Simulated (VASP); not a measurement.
# Si (P-3m1) in VASP: single point with PBE+D3(BJ)

Aim: the single point of Si with PBE+D3(BJ).

Everything below comes from runs of VASP 6.6.1. Logs are shortened: lines on timing, memory, paths and dates and some standing lists are left out, and cuts for length are marked.

**1. The cell of the first run**

It takes space group P-3m1 (No. 164, trigonal). Conventional cell: a = 3.870 Å, b = 3.870 Å, c = 3.680 Å, α = 90.00°, β = 90.00°, γ = 120.00°. Si (site symmetry 3m) has 3 Si at 2.28 Å within 3.0 Å.

**2. Single point, PBE+D3(BJ)**

The input, INCAR:

```
  PREC = Accurate
  ENCUT = 520
  EDIFF = 1E-6
  ISMEAR = 0
  SIGMA = 0.1
  LREAL = False
  LASPH = True
  NELM = 100
  ALGO = Normal
  ISIF = 2
  LWAVE = False
  LCHARG = True
  GGA = PE
  IVDW = 12
  LELF = True
  LVHAR = True
  NBANDS = 11
```

The input, KPOINTS:

```
Automatic mesh
0
Gamma
  6 6 6
```

The input, POSCAR:

```
Si
1.0
    3.8700000000      0.0000000000      0.0000000000
   -1.9350000000      3.3515183100      0.0000000000
    0.0000000000      0.0000000000      3.6800000000
Si
2
Direct
    0.3333333300      0.6666666700      0.9402173900
    0.6666666700      0.3333333300      0.0597826100
```

Potentials or basis: VASP PAW PBE potentials, release 64 (Si).

Command:

```sh
$ cat potpaw_PBE.64/Si/POTCAR > POTCAR
$ mpirun -np 1 vasp_std > vasp.out
```

OUTCAR:

```text
PREC = Accurate
   ENCUT = 520
   EDIFF = 1E-6
   ISMEAR = 0
   LREAL = False
   LASPH = True
   NELM = 100
   ISIF = 2
   GGA = PE
   IVDW = 12
 IVDW          = 12

 ion  position               nearest neighbor table
   1  0.333  0.667  0.940-   2 2.28   2 2.28   2 2.28
   2  0.667  0.333  0.060-   1 2.28   1 2.28   1 2.28

  LATTYP: Found a hexagonal cell.
 ALAT       =     3.8700000000
 C/A-ratio  =     0.9509043928

  Lattice vectors:

 A1 = (   3.8700000000,   0.0000000000,   0.0000000000)
 A2 = (  -1.9350000000,   3.3515183100,   0.0000000000)
 A3 = (   0.0000000000,   0.0000000000,   3.6800000000)

Analysis of symmetry for initial positions (statically):
=====================================================================
 Subroutine PRICEL returns:
 Original cell was already a primitive cell.

 Routine SETGRP: Setting up the symmetry group for a
 hexagonal supercell.

 Subroutine GETGRP returns: Found 12 space group operations
 (whereof 12 operations were pure point group operations)
 out of a pool of 24 trial point group operations.

The static configuration has the point symmetry D_3d.

Analysis of symmetry for dynamics (positions and initial velocities):
=====================================================================
 Subroutine PRICEL returns:
 Original cell was already a primitive cell.

 Routine SETGRP: Setting up the symmetry group for a
 hexagonal supercell.

 Subroutine GETGRP returns: Found 12 space group operations
 (whereof 12 operations were pure point group operations)
 out of a pool of 24 trial point group operations.

The dynamic configuration has the point symmetry D_3d.

 Subroutine INISYM returns: Found 12 space group operations
 (whereof 12 operations are pure point group operations),
 and found     1 'primitive' translations

----------------------------------------------------------------------------------------

                                     Primitive cell

  volume of cell :      47.7310

  direct lattice vectors                    reciprocal lattice vectors
     3.870000000  0.000000000  0.000000000     0.258397933  0.149186116  0.000000000
    -1.935000000  3.351518310  0.000000000     0.000000000  0.298372232  0.000000000
     0.000000000  0.000000000  3.680000000     0.000000000  0.000000000  0.271739130

  length of vectors
     3.870000000  3.869999998  3.680000000     0.298372232  0.298372232  0.271739130

  position of ions in fractional coordinates (direct lattice)
     0.333333330  0.666666670  0.940217390
     0.666666670  0.333333330  0.059782610

  ion indices of the primitive-cell ions
   primitive index   ion index
                 1           1
                 2           2

----------------------------------------------------------------------------------------

 KPOINTS: Automatic mesh

Automatic generation of k-mesh.
 Grid dimensions read from file:
 generate k-points for:    6    6    6

 Generating k-lattice:

  Cartesian coordinates                     Fractional coordinates (reciprocal lattice)
     0.043066322  0.024864353  0.000000000     0.166666667  0.000000000  0.000000000
     0.000000000  0.049728705  0.000000000     0.000000000  0.166666667  0.000000000
     0.000000000  0.000000000  0.045289855     0.000000000  0.000000000  0.166666667

  Length of vectors
     0.049728705  0.049728705  0.045289855

  Shift w.r.t. Gamma in fractional coordinates (k-lattice)
     0.000000000  0.000000000  0.000000000

 Subroutine IBZKPT returns following result:
 ===========================================

 Found     34 irreducible k-points:

 Following reciprocal coordinates:
            Coordinates               Weight
  0.000000  0.000000  0.000000      1.000000
  0.166667  0.000000  0.000000      6.000000
  0.333333  0.000000  0.000000      6.000000
  0.500000 -0.000000  0.000000      3.000000
  0.166667  0.166667  0.000000      6.000000
  0.333333  0.166667  0.000000     12.000000
[... 16 lines left out ...]
  0.500000 -0.000000  0.333333      6.000000
  0.166667  0.166667  0.333333     12.000000
 [... further k-points ...]
   k-points           NKPTS =     34   k-points in BZ     NKDIM =     34   number of bands    NBANDS=     11
   number of dos      NEDOS =    301   number of ions     NIONS =      2
   total plane-waves  NPLWV =  25200
   dimension x,y,z NGX =    30 NGY =   30 NGZ =   28
   dimension x,y,z NGXF=    60 NGYF=   60 NGZF=   56
   ions per type =               2
   NGX,Y,Z   is equivalent  to a cutoff of  12.89, 12.89, 12.65 a.u.
   NGXF,Y,Z  is equivalent  to a cutoff of  25.77, 25.77, 25.30 a.u.
 SYSTEM =  unknown system
   PREC   = accura    normal or accurate (medium, high low for compatibility)
   ISTART =      0    job   : 0-new  1-cont  2-samecut
   ICHARG =      2    charge: 1-file 2-atom 10-const
   ISPIN  =      1    spin polarized calculation?
   LNONCOLLINEAR =      F non collinear calculations
   LSORBIT =      F    spin-orbit coupling
   LASPH  =      T    aspherical Exc in radial PAW
   ENCUT  =  520.0 eV  38.22 Ry    6.18 a.u.   7.20  7.20  6.84*2*pi/ulx,y,z
   NELM   =    100;   NELMIN=  2; NELMDL= -5     # of ELM steps
   EDIFF  = 0.1E-05   stopping-criterion for ELM
   LREAL  =      F    real-space projection
   EDIFFG = 0.1E-04   stopping-criterion for IOM
   NSW    =      0    number of steps for IOM
   IBRION =     -1    ionic relax: 0-MD 1-quasi-New 2-CG
   NFREE  =      0    steps in history (QN), initial steepest desc. (CG)
   ISIF   =      2    stress and relaxation
   ISYM   =      2    0-nonsym 1-usesym 2-fastsym
   POTIM  = 0.5000    time-step for ionic-motion
   TEBEG  =    0.0;   TEEND  =   0.0 temperature during run
   PSTRESS=    0.0 pullay stress
   NELECT =       8.0000    total number of electrons
   NUPDOWN=      -1.0000    fix difference up-down
   EMIN   =  10.00;   EMAX   =-10.00  energy-range for DOS
   EFERMI =   0.00;   METHOD = LEGACY
   ISMEAR =     0;   SIGMA  =   0.10  broadening in eV -4-tet -1-fermi 0-gaus
   EFERMI_NEDOS =   21; number of points for ismear=-14 and -15
   IALGO  =     38    algorithm
   IMIX   =      4    mixing-type and parameters
     AMIX     =   0.40;   BMIX     =  1.00
     AMIX_MAG =   1.60;   BMIX_MAG =  1.00
  volume/ion in A,a.u.               =      23.87       161.05
  Fermi-wavevector in a.u.,A,eV,Ry     =   0.902619  1.705703 11.084965  0.814722
  Thomas-Fermi vector in A             =   2.025845
   LORBIT       =      0    0 simple, 1 ext, 2 COOP (PROOUT), +10 PAW based schemes
   GGA     = PE    functional components
   LHFCALC =     F    Hartree Fock is set to
   AEXX    =    0.0000 exact exchange contribution
   IVDW    =    12    specifies the selected vdW correction
   LEPSILON=     F    determine dielectric tensor
   LRPA    =     F    only Hartree local field effects (RPA)
 non-spin polarized calculation
 Gauss-broadening in eV      SIGMA  =   0.10
  energy-cutoff  :      520.00
  volume of cell :       47.73
 maximum number of plane-waves:      1302
 NGX is ok and might be reduce to    30
   NGX = 15   NGY = 15   NGZ = 13

 number of electron       8.0000001 magnetization

 Free energy of the ion-electron system (eV)
  ---------------------------------------------------
  ext. energy  EPLUGINS =         0.00000000
  ---------------------------------------------------
  free energy    TOTEN  =        -9.63025692 eV

  energy without entropy =       -9.62475316  energy(sigma->0) =       -9.62750504

 E-fermi :   4.4363     XC(G=0):  -8.7276

 val. band max:        4.1069620062   @ k =   0.5000  -0.0000   0.3333
 cond. band min:       4.4689821386   @ k =   0.1667   0.1667   0.0000
 fundamental gap:      0.3620201324
 Fermi energy:         4.4362652812

 k-point     1 :       0.0000    0.0000    0.0000
  band No.  band energies     occupation
      1      -7.1898      2.00000
      2       2.7963      2.00000
      3       2.7963      2.00000
      4       3.5168      2.00000
      5       5.5796      0.00000
      6       6.7782      0.00000
      7       6.9616      0.00000
      8       6.9616      0.00000
      9      12.2155      0.00000
     10      13.6418      0.00000
     11      14.8609      0.00000

 k-point     2 :       0.1667    0.0000    0.0000
  band No.  band energies     occupation
      1      -6.8666      2.00000
      2       0.7970      2.00000
      3       2.3084      2.00000
      4       3.9027      2.00000
      5       5.9668      0.00000
      6       7.0183      0.00000
      7       7.9441      0.00000
      8       8.0853      0.00000
      9      11.6570      0.00000
     10      13.8132      0.00000
     11      14.3349      0.00000

 k-point     3 :       0.3333    0.0000    0.0000
  band No.  band energies     occupation
      1      -5.9370      2.00000
      2      -1.7343      2.00000
      3       1.6418      2.00000
      4       4.5761      0.04791
      5       5.3033      0.00000
      6       7.3936      0.00000
      7       9.8456      0.00000
      8      10.5799      0.00000
      9      10.6028      0.00000
     10      13.6616      0.00000
     11      13.7959      0.00000

 k-point     4 :       0.5000   -0.0000    0.0000
  band No.  band energies     occupation
      1      -4.9562      2.00000
      2      -3.2820      2.00000
      3       1.3848      2.00000
      4       4.6445      0.00324
      5       5.7129      0.00000
      6       6.9512      0.00000
      7       9.8681      0.00000
      8      10.7639      0.00000
      9      12.6773      0.00000
     10      14.1115      0.00000
     11      14.5447      0.00000

 k-point     5 :       0.1667    0.1667    0.0000
  band No.  band energies     occupation
      1      -6.2351      2.00000
      2      -0.9098      2.00000
      3       1.1961      2.00000
      4       4.4690      0.64359
      5       7.0784      0.00000
      6       7.3509      0.00000
      7       7.4733      0.00000
      8      10.3104      0.00000
      9      10.9974      0.00000
     10      13.0095      0.00000
     11      14.9816      0.00000
[... 211 lines left out ...]
 k-point    21 :       0.3333    0.0000    0.3333
  band No.  band energies     occupation
      1      -5.4139      2.00000
      2      -1.2601      2.00000
      3       1.5095      2.00000
      4       1.9855      2.00000
      5       5.5459      0.00000
      6       5.8083      0.00000
      7      10.3008      0.00000
      8      11.2615      0.00000
      9      11.3444      0.00000
     10      11.9773      0.00000
     11      14.9377      0.00000

 k-point    22 :       0.0000    0.3333    0.3333
  band No.  band energies     occupation
      1      -5.4141      2.00000
      2      -1.2584      2.00000
      3       1.5084      2.00000
      4       1.9878      2.00000
      5       5.3545      0.00000
      6       6.0338      0.00000
      7      10.0747      0.00000
      8      11.4096      0.00000
      9      11.6582      0.00000
     10      11.8518      0.00000
     11      14.4179      0.00000

 k-point    23 :       0.5000   -0.0000    0.3333
  band No.  band energies     occupation
      1      -4.4445      2.00000
      2      -2.7773      2.00000
      3       1.7361      2.00000
      4       2.4315      2.00000
      5       4.1070      2.00000
      6       5.5020      0.00000
      7      10.1150      0.00000
      8      11.0742      0.00000
      9      14.5540      0.00000
     10      14.5644      0.00000
     11      14.7452      0.00000

 k-point    24 :       0.1667    0.1667    0.3333
  band No.  band energies     occupation
      1      -5.7093      2.00000
      2      -0.4644      2.00000
      3       1.2433      2.00000
      4       1.5880      2.00000
      5       6.2274      0.00000
      6       7.7165      0.00000
      7       8.0246      0.00000
      8       9.6030      0.00000
      9      12.0205      0.00000
     10      13.2059      0.00000
     11      14.7823      0.00000

 [... further k-points ...]

------------------------ aborting loop because EDIFF is reached ----------------------------------------

 Edisp (eV)   -0.73571

 E8    (eV) :    -0.3023

  FORCE on cell =-STRESS in cart. coord.  units (eV):
  Direction    XX          YY          ZZ          XY          YZ          ZX
  --------------------------------------------------------------------------------------
  -------------------------------------------------------------------------------------
  Total      -0.33128    -0.33128    -1.47181     0.00000    -0.00000     0.00000
  in kB     -11.12002   -11.12002   -49.40402     0.00000    -0.00000     0.00000
  external pressure =      -23.88 kB  Pullay stress =        0.00 kB

 VOLUME and BASIS-vectors are now :
 -----------------------------------------------------------------------------
  energy-cutoff  :      520.00
  volume of cell :       47.73
      direct lattice vectors                 reciprocal lattice vectors
     3.870000000  0.000000000  0.000000000     0.258397933  0.149186116  0.000000000
    -1.935000000  3.351518310  0.000000000     0.000000000  0.298372232  0.000000000
     0.000000000  0.000000000  3.680000000     0.000000000  0.000000000  0.271739130

 POSITION                                       TOTAL-FORCE (eV/Angst)
 -----------------------------------------------------------------------------------
     -0.00000      2.23435      3.46000        -0.000000      0.000000     -0.341969
      1.93500      1.11717      0.22000         0.000000     -0.000000      0.341969
 -----------------------------------------------------------------------------------
    total drift:                                0.000000      0.000000      0.000000

  FREE ENERGIE OF THE ION-ELECTRON SYSTEM (eV)
  ---------------------------------------------------
  free  energy   TOTEN  =       -10.3659716719 eV

  energy  without entropy=      -10.3604679158  energy(sigma->0) =      -10.36321979
```

Wall time 6.5 s (1 thread of Intel Xeon 6975P-C (Granite Rapids), shared host); peak memory 0.16 GiB.

Results:

```yaml
Free_energy: -10.3660 eV
Pressure: -2.4 GPa
Largest_force: 0.342 eV/Å
Band_gap_on_the_k_mesh: zero (bands 4 and 5 overlap by 3.56 eV)
Dispersion_energy_per_atom: -0.368 eV
```

Forces in eV/Å, atoms in the order of the input:
```
Si   0.000  0.000 -0.342
Si   0.000  0.000  0.342
```

Stress tensor (GPa, compression positive):
```
-1.11  0.00  0.00
 0.00 -1.11  0.00
 0.00  0.00 -4.94
```
